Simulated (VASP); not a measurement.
# GaAs (F-43m) in VASP: single point with LDA

Aim: the single point of GaAs with LDA.

All numbers are computed with VASP 6.6.1; they aren't measurements. Logs are shortened: lines on timing, memory, paths and dates and some standing lists are left out, and cuts for length are marked.

## 1. The cell of the first run

It takes space group F-43m (No. 216, cubic). The conventional cell has a = 5.665 Å, b = 5.665 Å, c = 5.665 Å, α = 90.00°, β = 90.00°, γ = 90.00°. Ga (site symmetry -43m) has 4 As at 2.45 Å within 3.2 Å. Within 3.2 Å of As (site symmetry -43m) lie 4 Ga at 2.45 Å.

## 2. Single point, LDA

File INCAR:

```
PREC     = Accurate       # precision mode
ENCUT    = 500            # plane-wave cutoff, eV
EDIFF    = 1E-6           # SCF threshold, eV
ISMEAR   = -1             # smearing method
SIGMA    = 0.01           # smearing width, eV
LREAL    = F              # projectors in reciprocal space
LASPH    = T              # aspherical terms in the spheres
NELM     = 120            # most SCF steps
ALGO     = Normal         # electronic algorithm
ISIF     = 2              # what is computed and relaxed
LWAVE    = F              # write WAVECAR
LCHARG   = T              # write CHGCAR
GGA      = CA             # functional
LELF     = T              # ELF
LVHAR    = T            
NBANDS   = 16             # bands
GGA_COMPAT= F
```

File KPOINTS:

```
regular mesh
0
Gamma
  9 9 9
```

File POSCAR:

```
GaAs
1.0
    0.0000000000      2.8324871021      2.8324871021
    2.8324871021      0.0000000000      2.8324871021
    2.8324871021      2.8324871021      0.0000000000
Ga As
1 1
Direct
    0.0000000000      0.0000000000      0.0000000000
    0.7499999995      0.7499999995      0.7499999995
```

Potentials or basis: VASP PAW LDA potentials, release 64 (Ga_d, As).

Started as:

```
$ cat potpaw_LDA.64/Ga_d/POTCAR potpaw_LDA.64/As/POTCAR > POTCAR
$ mpirun -np 1 vasp_std > vasp.out
```

OUTCAR:

```text
PREC = Accurate
   ENCUT = 500
   EDIFF = 1E-6
   ISMEAR = -1
   LREAL = F
   LASPH = T
   NELM = 120
   ISIF = 2
   GGA = CA

 ion  position               nearest neighbor table
   1  0.000  0.000  0.000-   2 2.45   2 2.45   2 2.45   2 2.45
   2  0.750  0.750  0.750-   1 2.45   1 2.45   1 2.45   1 2.45

  LATTYP: Found a face centered cubic cell.
 ALAT       =     5.6649742042

  Lattice vectors:

 A1 = (   0.0000000000,   2.8324871021,   2.8324871021)
 A2 = (   2.8324871021,   0.0000000000,   2.8324871021)
 A3 = (   2.8324871021,   2.8324871021,   0.0000000000)

Analysis of symmetry for initial positions (statically):
=====================================================================
 Subroutine PRICEL returns:
 Original cell was already a primitive cell.

 Routine SETGRP: Setting up the symmetry group for a
 face centered cubic supercell.

 Subroutine GETGRP returns: Found 24 space group operations
 (whereof 24 operations were pure point group operations)
 out of a pool of 48 trial point group operations.

The static configuration has the point symmetry T_d .

Analysis of symmetry for dynamics (positions and initial velocities):
=====================================================================
 Subroutine PRICEL returns:
 Original cell was already a primitive cell.

 Routine SETGRP: Setting up the symmetry group for a
 face centered cubic supercell.

 Subroutine GETGRP returns: Found 24 space group operations
 (whereof 24 operations were pure point group operations)
 out of a pool of 48 trial point group operations.

The dynamic configuration has the point symmetry T_d .

 Subroutine INISYM returns: Found 24 space group operations
 (whereof 24 operations are pure point group operations),
 and found     1 'primitive' translations

----------------------------------------------------------------------------------------

                                     Primitive cell

  volume of cell :      45.4500

  direct lattice vectors                    reciprocal lattice vectors
     0.000000000  2.832487102  2.832487102    -0.176523310  0.176523310  0.176523310
     2.832487102  0.000000000  2.832487102     0.176523310 -0.176523310  0.176523310
     2.832487102  2.832487102  0.000000000     0.176523310  0.176523310 -0.176523310

  length of vectors
     4.005741675  4.005741675  4.005741675     0.305747342  0.305747342  0.305747342

  position of ions in fractional coordinates (direct lattice)
     0.000000000  0.000000000  0.000000000
     0.749999999  0.749999999  0.749999999

  ion indices of the primitive-cell ions
   primitive index   ion index
                 1           1
                 2           2

----------------------------------------------------------------------------------------

 KPOINTS: regular mesh

Automatic generation of k-mesh.
 Grid dimensions read from file:
 generate k-points for:    9    9    9

 Generating k-lattice:

  Cartesian coordinates                     Fractional coordinates (reciprocal lattice)
    -0.019613701  0.019613701  0.019613701     0.111111111  0.000000000  0.000000000
     0.019613701 -0.019613701  0.019613701     0.000000000  0.111111111  0.000000000
     0.019613701  0.019613701 -0.019613701     0.000000000  0.000000000  0.111111111

  Length of vectors
     0.033971927  0.033971927  0.033971927

  Shift w.r.t. Gamma in fractional coordinates (k-lattice)
     0.000000000  0.000000000  0.000000000

 Subroutine IBZKPT returns following result:
 ===========================================

 Found     35 irreducible k-points:

 Following reciprocal coordinates:
            Coordinates               Weight
  0.000000  0.000000  0.000000      1.000000
  0.111111  0.000000  0.000000      8.000000
  0.222222  0.000000  0.000000      8.000000
  0.333333  0.000000  0.000000      8.000000
  0.444444  0.000000  0.000000      8.000000
  0.111111  0.111111  0.000000      6.000000
[... 16 lines left out ...]
 -0.333333  0.333333  0.000000     12.000000
  0.444444  0.444444  0.000000      6.000000
 [... further k-points ...]
   k-points           NKPTS =     35   k-points in BZ     NKDIM =     35   number of bands    NBANDS=     16
   number of dos      NEDOS =    301   number of ions     NIONS =      2
   total plane-waves  NPLWV =  27000
   dimension x,y,z NGX =    30 NGY =   30 NGZ =   30
   dimension x,y,z NGXF=    60 NGYF=   60 NGZF=   60
   ions per type =               1   1
   NGX,Y,Z   is equivalent  to a cutoff of  12.45, 12.45, 12.45 a.u.
   NGXF,Y,Z  is equivalent  to a cutoff of  24.90, 24.90, 24.90 a.u.
 SYSTEM =  unknown system
   PREC   = accura    normal or accurate (medium, high low for compatibility)
   ISTART =      0    job   : 0-new  1-cont  2-samecut
   ICHARG =      2    charge: 1-file 2-atom 10-const
   ISPIN  =      1    spin polarized calculation?
   LNONCOLLINEAR =      F non collinear calculations
   LSORBIT =      F    spin-orbit coupling
   LASPH  =      T    aspherical Exc in radial PAW
   ENCUT  =  500.0 eV  36.75 Ry    6.06 a.u.   7.30  7.30  7.30*2*pi/ulx,y,z
   NELM   =    120;   NELMIN=  2; NELMDL= -5     # of ELM steps
   EDIFF  = 0.1E-05   stopping-criterion for ELM
   LREAL  =      F    real-space projection
   EDIFFG = 0.1E-04   stopping-criterion for IOM
   NSW    =      0    number of steps for IOM
   IBRION =     -1    ionic relax: 0-MD 1-quasi-New 2-CG
   NFREE  =      0    steps in history (QN), initial steepest desc. (CG)
   ISIF   =      2    stress and relaxation
   ISYM   =      2    0-nonsym 1-usesym 2-fastsym
   POTIM  = 0.5000    time-step for ionic-motion
   TEBEG  =    0.0;   TEEND  =   0.0 temperature during run
   PSTRESS=    0.0 pullay stress
   NELECT =      18.0000    total number of electrons
   NUPDOWN=      -1.0000    fix difference up-down
   EMIN   =  10.00;   EMAX   =-10.00  energy-range for DOS
   EFERMI =   0.00;   METHOD = LEGACY
   ISMEAR =    -1;   SIGMA  =   0.01  broadening in eV -4-tet -1-fermi 0-gaus
   EFERMI_NEDOS =   21; number of points for ismear=-14 and -15
   IALGO  =     38    algorithm
   IMIX   =      4    mixing-type and parameters
     AMIX     =   0.40;   BMIX     =  1.00
     AMIX_MAG =   1.60;   BMIX_MAG =  1.00
  volume/ion in A,a.u.               =      22.72       153.36
  Fermi-wavevector in a.u.,A,eV,Ry     =   1.202230  2.271886 19.665290  1.445358
  Thomas-Fermi vector in A             =   2.338018
   LORBIT       =      0    0 simple, 1 ext, 2 COOP (PROOUT), +10 PAW based schemes
   GGA     = CA    functional components
   LHFCALC =     F    Hartree Fock is set to
   AEXX    =    0.0000 exact exchange contribution
   IVDW    =     0    specifies the selected vdW correction
   LEPSILON=     F    determine dielectric tensor
   LRPA    =     F    only Hartree local field effects (RPA)
 non-spin polarized calculation
  energy-cutoff  :      500.00
  volume of cell :       45.45
 maximum number of plane-waves:      1167
 NGX is ok and might be reduce to    30
   NGX = 15   NGY = 15   NGZ = 15

 number of electron      17.9999991 magnetization

 Free energy of the ion-electron system (eV)
  ---------------------------------------------------
  ext. energy  EPLUGINS =         0.00000000
  ---------------------------------------------------
  free energy    TOTEN  =        -9.63153605 eV

  energy without entropy =       -9.63153605  energy(sigma->0) =       -9.63153605

 E-fermi :   3.8933     XC(G=0):  -9.8860

 val. band max:        3.7441150536   @ k =   0.0000   0.0000   0.0000
 cond. band min:       4.0311935626   @ k =   0.0000   0.0000   0.0000
 fundamental gap:      0.2870785090
 Fermi energy:         3.8933234428

 k-point     1 :       0.0000    0.0000    0.0000
  band No.  band energies     occupation
      1     -11.1739      2.00000
      2     -11.1739      2.00000
      3     -11.1739      2.00000
      4     -11.0972      2.00000
      5     -11.0972      2.00000
      6      -8.9776      2.00000
[... 8 lines left out ...]
     15      13.8983      0.00000
     16      13.8983      0.00000

 k-point     2 :       0.1111    0.0000    0.0000
  band No.  band energies     occupation
      1     -11.1839      2.00000
      2     -11.1711      2.00000
      3     -11.1711      2.00000
      4     -11.0974      2.00000
      5     -11.0974      2.00000
      6      -8.8346      2.00000
[... 8 lines left out ...]
     15      13.0964      0.00000
     16      13.0964      0.00000

 k-point     3 :       0.2222    0.0000    0.0000
  band No.  band energies     occupation
      1     -11.2074      2.00000
      2     -11.1647      2.00000
      3     -11.1647      2.00000
      4     -11.0972      2.00000
      5     -11.0972      2.00000
      6      -8.4279      2.00000
[... 8 lines left out ...]
     15      12.6770      0.00000
     16      12.6770      0.00000

 k-point     4 :       0.3333    0.0000    0.0000
  band No.  band energies     occupation
      1     -11.2318      2.00000
      2     -11.1587      2.00000
      3     -11.1587      2.00000
      4     -11.0957      2.00000
      5     -11.0957      2.00000
      6      -7.8423      2.00000
[... 8 lines left out ...]
     15      13.3678      0.00000
     16      13.3678      0.00000

 k-point     5 :       0.4444    0.0000    0.0000
  band No.  band energies     occupation
      1     -11.2467      2.00000
      2     -11.1555      2.00000
      3     -11.1555      2.00000
      4     -11.0939      2.00000
      5     -11.0939      2.00000
      6      -7.3199      2.00000
[... 8 lines left out ...]
     15      14.9323      0.00000
     16      14.9323      0.00000

 k-point     6 :       0.1111    0.1111    0.0000
  band No.  band energies     occupation
      1     -11.1898      2.00000
      2     -11.1686      2.00000
      3     -11.1686      2.00000
      4     -11.0994      2.00000
      5     -11.0958      2.00000
      6      -8.7869      2.00000
[... 8 lines left out ...]
     15      12.2365      0.00000
     16      14.0969      0.00000
[... 267 lines left out ...]
 k-point    21 :       0.4444    0.3333    0.0000
  band No.  band energies     occupation
      1     -11.2678      2.00000
      2     -11.1356      2.00000
      3     -11.1336      2.00000
      4     -11.1161      2.00000
      5     -11.0872      2.00000
      6      -6.9627      2.00000
[... 8 lines left out ...]
     15      16.4187      0.00000
     16      16.4612      0.00000

 k-point    22 :      -0.4444    0.3333    0.0000
  band No.  band energies     occupation
      1     -11.2686      2.00000
      2     -11.1391      2.00000
      3     -11.1332      2.00000
      4     -11.1119      2.00000
      5     -11.0897      2.00000
      6      -6.6152      2.00000
[... 8 lines left out ...]
     15      14.9513      0.00000
     16      17.1584      0.00000

 k-point    23 :      -0.3333    0.3333    0.0000
  band No.  band energies     occupation
      1     -11.2620      2.00000
      2     -11.1449      2.00000
      3     -11.1378      2.00000
      4     -11.1052      2.00000
      5     -11.0941      2.00000
      6      -6.6885      2.00000
[... 8 lines left out ...]
     15      13.3666      0.00000
     16      17.7926      0.00000

 k-point    24 :       0.4444    0.4444    0.0000
  band No.  band energies     occupation
      1     -11.2772      2.00000
      2     -11.1280      2.00000
      3     -11.1280      2.00000
      4     -11.1211      2.00000
      5     -11.0852      2.00000
      6      -6.6464      2.00000
[... 8 lines left out ...]
     15      16.8495      0.00000
     16      17.0423      0.00000

 [... further k-points ...]

------------------------ aborting loop because EDIFF is reached ----------------------------------------

  FORCE on cell =-STRESS in cart. coord.  units (eV):
  Direction    XX          YY          ZZ          XY          YZ          ZX
  --------------------------------------------------------------------------------------
  -------------------------------------------------------------------------------------
  Total       -0.5713631     -0.5713631     -0.5713631     -0.0000000      0.0000000      0.0000000
  in kB      -20.1413683    -20.1413683    -20.1413683     -0.0000000      0.0000000      0.0000000
  external PRESSURE =     -20.1413683 kB  Pullay stress =       0.0000000 kB

 VOLUME and BASIS-vectors are now :
 -----------------------------------------------------------------------------
  energy-cutoff  :      500.00
  volume of cell :       45.45
      direct lattice vectors                 reciprocal lattice vectors
     0.000000000  2.832487102  2.832487102    -0.176523310  0.176523310  0.176523310
     2.832487102  0.000000000  2.832487102     0.176523310 -0.176523310  0.176523310
     2.832487102  2.832487102  0.000000000     0.176523310  0.176523310 -0.176523310

 POSITION                                       TOTAL-FORCE (eV/Angst)
 -----------------------------------------------------------------------------------
      0.00000      0.00000      0.00000         0.000000     -0.000000      0.000000
      4.24873      4.24873      4.24873        -0.000000      0.000000     -0.000000
 -----------------------------------------------------------------------------------
    total drift:                                0.000001      0.000001      0.000001

  FREE ENERGIE OF THE ION-ELECTRON SYSTEM (eV)
  ---------------------------------------------------
  free  energy   TOTEN  =        -9.6315360461 eV

  energy  without entropy=       -9.6315360452  energy(sigma->0) =       -9.63153605
```

It took 46 s on 1 thread of AMD EPYC 7R43 (Zen 3), shared host; peak memory 0.12 GiB.

Results:

```yaml
Free_energy: -9.6315 eV
Pressure: -2.0 GPa
Band_gap_on_the_k_mesh: 0.29 eV
```

Caveat: semilocal functionals underestimate gaps, and a narrow one can read as zero.
